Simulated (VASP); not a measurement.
# BaTe in VASP: notebook

BaTe is run at these levels: PBEsol; tasks: single point.

All numbers are computed with VASP 6.6.1; they aren't measurements. Logs are shortened: lines on timing, memory, paths and dates and some standing lists are left out, and cuts for length are marked.

### 1 The cell of the first run

The cell holds a slab with vacuum, 2 atoms: a = 4.262 Å, b = 4.262 Å, c = 14.131 Å, α = 90.00°, β = 90.00°, γ = 90.00°.

### 2 Single point, PBEsol

Input file INCAR:

```
SYSTEM = BaTe
PREC = Accurate
ENCUT = 400
EDIFF = 1E-6
ISMEAR = 0
SIGMA = 0.1
LREAL = .FALSE.
LASPH = .TRUE.
NELM = 120
ALGO = Normal
ISIF = 2
LWAVE = .FALSE.
LCHARG = .FALSE.
LDIPOL = .TRUE.
IDIPOL = 3
DIPOL = 0.5 0.5 0.500
GGA = PS
NBANDS = 15
GGA_COMPAT = .FALSE.
NELMDL = -8
```

Input file KPOINTS:

```
regular mesh
0
G
  3 3 1
  0 0 0
```

Input file POSCAR:

```
BaTe
1.0
    4.2624660000      0.0000000000      0.0000000000
    0.0000000000      4.2624660000      0.0000000000
    0.0000000000      0.0000000000     14.1312330000
Ba Te
1 1
Direct
    0.0000000000      0.0000000000      0.4245913998
    0.5000000000      0.5000000000      0.5754086002
```

Potentials or basis: VASP PAW PBE potentials, release 64 (Ba_sv, Te).

Run with:

```sh
> cat potpaw_PBE.64/Ba_sv/POTCAR potpaw_PBE.64/Te/POTCAR > POTCAR
> mpirun -np 1 vasp_std > vasp.out
```

OUTCAR:

```text
SYSTEM = BaTe
   PREC = Accurate
   ENCUT = 400
   EDIFF = 1E-6
   ISMEAR = 0
   LREAL = .FALSE.
   LASPH = .TRUE.
   NELM = 120
   ISIF = 2
   GGA = PS
   NELMDL = -8

 ion  position               nearest neighbor table
   1  0.000  0.000  0.425-   2 3.69   2 3.69   2 3.69   2 3.69
   2  0.500  0.500  0.575-   1 3.69   1 3.69   1 3.69   1 3.69

  LATTYP: Found a simple tetragonal cell.
 ALAT       =     4.2624660000
 C/A-ratio  =     3.3152717230

  Lattice vectors:

 A1 = (   4.2624660000,   0.0000000000,   0.0000000000)
 A2 = (   0.0000000000,   4.2624660000,   0.0000000000)
 A3 = (   0.0000000000,   0.0000000000,  14.1312330000)

Analysis of symmetry for initial positions (statically):
=====================================================================
 Subroutine PRICEL returns:
 Original cell was already a primitive cell.

 Routine SETGRP: Setting up the symmetry group for a
 simple tetragonal supercell.

 Subroutine GETGRP returns: Found  8 space group operations
 (whereof  8 operations were pure point group operations)
 out of a pool of 16 trial point group operations.

The static configuration has the point symmetry C_4v.

Analysis of symmetry for dynamics (positions and initial velocities):
=====================================================================
 Subroutine PRICEL returns:
 Original cell was already a primitive cell.

 Routine SETGRP: Setting up the symmetry group for a
 simple tetragonal supercell.

 Subroutine GETGRP returns: Found  8 space group operations
 (whereof  8 operations were pure point group operations)
 out of a pool of 16 trial point group operations.

The dynamic configuration has the point symmetry C_4v.

 Subroutine INISYM returns: Found  8 space group operations
 (whereof  8 operations are pure point group operations),
 and found     1 'primitive' translations

----------------------------------------------------------------------------------------

                                     Primitive cell

  volume of cell :     256.7450

  direct lattice vectors                    reciprocal lattice vectors
     4.262466000  0.000000000  0.000000000     0.234605977  0.000000000  0.000000000
     0.000000000  4.262466000  0.000000000     0.000000000  0.234605977  0.000000000
     0.000000000  0.000000000 14.131233000     0.000000000  0.000000000  0.070765233

  length of vectors
     4.262466000  4.262466000 14.131233000     0.234605977  0.234605977  0.070765233

  position of ions in fractional coordinates (direct lattice)
     0.000000000  0.000000000  0.424591400
     0.500000000  0.500000000  0.575408600

  ion indices of the primitive-cell ions
   primitive index   ion index
                 1           1
                 2           2

----------------------------------------------------------------------------------------

 KPOINTS: regular mesh

Automatic generation of k-mesh.
 Grid dimensions read from file:
 generate k-points for:    3    3    1

 Generating k-lattice:

  Cartesian coordinates                     Fractional coordinates (reciprocal lattice)
     0.078201992  0.000000000  0.000000000     0.333333333  0.000000000  0.000000000
     0.000000000  0.078201992  0.000000000     0.000000000  0.333333333  0.000000000
     0.000000000  0.000000000  0.070765233     0.000000000  0.000000000  1.000000000

  Length of vectors
     0.078201992  0.078201992  0.070765233

  Shift w.r.t. Gamma in fractional coordinates (k-lattice)
     0.000000000  0.000000000  0.000000000

 Subroutine IBZKPT returns following result:
 ===========================================

 Found      3 irreducible k-points:

 Following reciprocal coordinates:
            Coordinates               Weight
  0.000000  0.000000  0.000000      1.000000
  0.333333  0.000000  0.000000      4.000000
  0.333333  0.333333  0.000000      4.000000
   k-points           NKPTS =      3   k-points in BZ     NKDIM =      3   number of bands    NBANDS=     15
   number of dos      NEDOS =    301   number of ions     NIONS =      2
   total plane-waves  NPLWV =  75264
   dimension x,y,z NGX =    28 NGY =   28 NGZ =   96
   dimension x,y,z NGXF=    56 NGYF=   56 NGZF=  192
   ions per type =               1   1
   NGX,Y,Z   is equivalent  to a cutoff of  10.92, 10.92, 11.29 a.u.
   NGXF,Y,Z  is equivalent  to a cutoff of  21.84, 21.84, 22.59 a.u.
 SYSTEM =  BaTe
   PREC   = accura    normal or accurate (medium, high low for compatibility)
   ISTART =      0    job   : 0-new  1-cont  2-samecut
   ICHARG =      2    charge: 1-file 2-atom 10-const
   ISPIN  =      1    spin polarized calculation?
   LNONCOLLINEAR =      F non collinear calculations
   LSORBIT =      F    spin-orbit coupling
   LASPH  =      T    aspherical Exc in radial PAW
   ENCUT  =  400.0 eV  29.40 Ry    5.42 a.u.   6.95  6.95 23.04*2*pi/ulx,y,z
   NELM   =    120;   NELMIN=  2; NELMDL= -8     # of ELM steps
   EDIFF  = 0.1E-05   stopping-criterion for ELM
   LREAL  =      F    real-space projection
   EDIFFG = 0.1E-04   stopping-criterion for IOM
   NSW    =      0    number of steps for IOM
   IBRION =     -1    ionic relax: 0-MD 1-quasi-New 2-CG
   NFREE  =      0    steps in history (QN), initial steepest desc. (CG)
   ISIF   =      2    stress and relaxation
   ISYM   =      2    0-nonsym 1-usesym 2-fastsym
   POTIM  = 0.5000    time-step for ionic-motion
   TEBEG  =    0.0;   TEEND  =   0.0 temperature during run
   PSTRESS=    0.0 pullay stress
   NELECT =      16.0000    total number of electrons
   NUPDOWN=      -1.0000    fix difference up-down
   EMIN   =  10.00;   EMAX   =-10.00  energy-range for DOS
   EFERMI =   0.00;   METHOD = LEGACY
   ISMEAR =     0;   SIGMA  =   0.10  broadening in eV -4-tet -1-fermi 0-gaus
   EFERMI_NEDOS =   21; number of points for ismear=-14 and -15
   IALGO  =     38    algorithm
   IMIX   =      4    mixing-type and parameters
     AMIX     =   0.40;   BMIX     =  1.00
     AMIX_MAG =   1.60;   BMIX_MAG =  1.00
  volume/ion in A,a.u.               =     128.37       866.30
  Fermi-wavevector in a.u.,A,eV,Ry     =   0.649054  1.226534  5.731742  0.421271
  Thomas-Fermi vector in A             =   1.717886
   LORBIT       =      0    0 simple, 1 ext, 2 COOP (PROOUT), +10 PAW based schemes
   GGA     = PS    functional components
   LHFCALC =     F    Hartree Fock is set to
   AEXX    =    0.0000 exact exchange contribution
   IVDW    =     0    specifies the selected vdW correction
   LEPSILON=     F    determine dielectric tensor
   LRPA    =     F    only Hartree local field effects (RPA)
 non-spin polarized calculation
 Gauss-broadening in eV      SIGMA  =   0.10
  energy-cutoff  :      400.00
  volume of cell :      256.74
 maximum number of plane-waves:      4686
 NGX is ok and might be reduce to    28

 number of electron      16.0000002 magnetization

 dipolmoment           0.000000      0.000000      0.284695 electrons x Angstroem

 Free energy of the ion-electron system (eV)
  ---------------------------------------------------
  ext. energy  EPLUGINS =         0.00000000
  ---------------------------------------------------
  free energy    TOTEN  =        -6.34955356 eV

  energy without entropy =       -6.31257246  energy(sigma->0) =       -6.33106301

 E-fermi :  -1.4264     XC(G=0):  -3.9912

 val. band max:       -1.4579379359   @ k =   0.3333   0.0000   0.0000
 cond. band min:      -1.3363723587   @ k =   0.3333   0.0000   0.0000
 fundamental gap:      0.1215655773
 Fermi energy:        -1.4263687994

 k-point     1 :       0.0000    0.0000    0.0000
  band No.  band energies     occupation
      1     -30.4973      2.00000
      2     -15.7064      2.00000
      3     -15.4626      2.00000
      4     -15.4626      2.00000
      5     -11.3118      2.00000
      6      -3.7342      2.00000
      7      -1.7698      2.00000
      8      -1.5442      1.90432
      9      -1.5442      1.90432
     10      -0.9782      0.00000
     11      -0.0061      0.00000
     12       1.3566      0.00000
     13       2.2456      0.00000
     14       2.2456      0.00000
     15       2.6465      0.00000

 k-point     2 :       0.3333    0.0000    0.0000
  band No.  band energies     occupation
      1     -30.4791      2.00000
      2     -15.7727      2.00000
      3     -15.6514      2.00000
      4     -15.4350      2.00000
      5     -11.1064      2.00000
      6      -3.4262      2.00000
      7      -2.7814      2.00000
      8      -1.4579      1.34473
      9      -1.3364      0.20311
     10      -0.4222      0.00000
     11       0.1333      0.00000
     12       1.5656      0.00000
     13       1.9417      0.00000
     14       2.1089      0.00000
     15       2.3042      0.00000

 k-point     3 :       0.3333    0.3333    0.0000
  band No.  band energies     occupation
      1     -30.4614      2.00000
      2     -15.7280      2.00000
      3     -15.7084      2.00000
      4     -15.6135      2.00000
      5     -10.9629      2.00000
      6      -3.0783      2.00000
      7      -3.0336      2.00000
      8      -2.7799      2.00000
      9      -0.9211      0.00000
     10       0.3933      0.00000
     11       0.7635      0.00000
     12       1.0321      0.00000
     13       2.0160      0.00000
     14       2.0811      0.00000
     15       2.8000      0.00000

------------------------ aborting loop because EDIFF is reached ----------------------------------------

 vacuum level on the upper side and lower side of the slab       (xc-potential included)         0.717        -2.209

  FORCE on cell =-STRESS in cart. coord.  units (eV):
  Direction    XX          YY          ZZ          XY          YZ          ZX
  --------------------------------------------------------------------------------------
  -------------------------------------------------------------------------------------
  Total       -1.0711092     -1.0711092     -3.9105243      0.0000000      0.0000000      0.0000000
  in kB       -6.6840923     -6.6840923    -24.4030249      0.0000000      0.0000000      0.0000000
  external PRESSURE =     -12.5904032 kB  Pullay stress =       0.0000000 kB

 VOLUME and BASIS-vectors are now :
 -----------------------------------------------------------------------------
  energy-cutoff  :      400.00
  volume of cell :      256.74
      direct lattice vectors                 reciprocal lattice vectors
     4.262466000  0.000000000  0.000000000     0.234605977  0.000000000  0.000000000
     0.000000000  4.262466000  0.000000000     0.000000000  0.234605977  0.000000000
     0.000000000  0.000000000 14.131233000     0.000000000  0.000000000  0.070765233

 POSITION                                       TOTAL-FORCE (eV/Angst)
 -----------------------------------------------------------------------------------
      0.00000      0.00000      6.00000        -0.000000      0.000000      1.859210
      2.13123      2.13123      8.13123         0.000000     -0.000000     -1.859210
 -----------------------------------------------------------------------------------
    total drift:                               -0.000000     -0.000000      0.003664

  FREE ENERGIE OF THE ION-ELECTRON SYSTEM (eV)
  ---------------------------------------------------
  free  energy   TOTEN  =        -6.3495535605 eV

  energy  without entropy=       -6.3125724630  energy(sigma->0) =       -6.33106301

 vacuum level on the upper side and lower side of the slab         3.331         0.280
```

It took 9.9 s on 1 thread of Intel Xeon 6975P-C (Granite Rapids), shared host; peak memory 0.24 GiB.

Results:

```
Free energy            : -6.3496 eV
Largest force          : 1.859 eV/Å
Band gap on the k mesh : zero (bands 8 and 9 overlap by 0.09 eV)
```

Forces on the atoms (eV/Å):
```
Ba   0.000  0.000  1.859
Te   0.000  0.000 -1.859
```

Caveat: the k points lie up to 0.49 Å⁻¹ apart; the PAW data sets were made with another functional, which shifts forces and pressure a little; spin-orbit coupling is left out, which moves the levels of the heavy elements.

### 3 Single point, PBEsol

This run uses another cell than the first one: it holds 4 atoms, not 2.

Input file INCAR:

```
PREC = Accurate ; ENCUT = 400
EDIFF = 1E-6 ; ISMEAR = 0
SIGMA = 0.1 ; LREAL = False
LASPH = True ; NELM = 120
ALGO = Normal ; ISIF = 2
LWAVE = False ; LCHARG = False
LDIPOL = True ; IDIPOL = 3
DIPOL = 0.5 0.5 0.500 ; GGA = PS
NBANDS = 24 ; GGA_COMPAT = False
NELMDL = -8
```

Input file KPOINTS:

```
regular mesh
0
Gamma
  3 3 1
```

Input file POSCAR:

```
BaTe
1.0
    4.2624660000      0.0000000000      0.0000000000
    0.0000000000      4.2624660000      0.0000000000
    0.0000000000      0.0000000000     18.3936990000
Ba Te
2 2
Direct
    0.0000000000      0.0000000000      0.3261986618
    0.0000000000      0.0000000000      0.5579337794
    0.5000000000      0.5000000000      0.4420662206
    0.5000000000      0.5000000000      0.6738013382
```

Potentials or basis: VASP PAW PBE potentials, release 64 (Ba_sv, Te).

Run with:

```sh
> cat potpaw_PBE.64/Ba_sv/POTCAR potpaw_PBE.64/Te/POTCAR > POTCAR
> mpirun -np 1 vasp_std > vasp.out
```

Run time: 18 s. Hardware: 1 thread of Intel Xeon 6975P-C (Granite Rapids), shared host; peak memory 0.29 GiB.

It converged, with:

```
Free energy            : -14.7772 eV
Largest force          : 0.840 eV/Å
Band gap on the k mesh : zero (bands 16 and 17 overlap by 0.04 eV)
```

Forces on the atoms (eV/Å):
```
Ba   0.000  0.000  0.743
Ba   0.000  0.000  0.672
Te   0.000  0.000 -0.840
Te   0.000  0.000 -0.575
```

Levels at points of the mesh, in eV from the Fermi level:
```
           k point  band 12  band 13  band 14  band 15  band 16  band 17  band 18  band 19  band 20  band 21
(0.00, 0.00, 0.00)    -1.41    -1.31    -1.31    -0.20    -0.05    -0.05     0.08     0.76     1.00     2.20
```

Caveat: the k points lie up to 0.49 Å⁻¹ apart; the PAW data sets were made with another functional, which shifts forces and pressure a little; spin-orbit coupling is left out, which moves the levels of the heavy elements.

(Continued in part 2 of 2.)
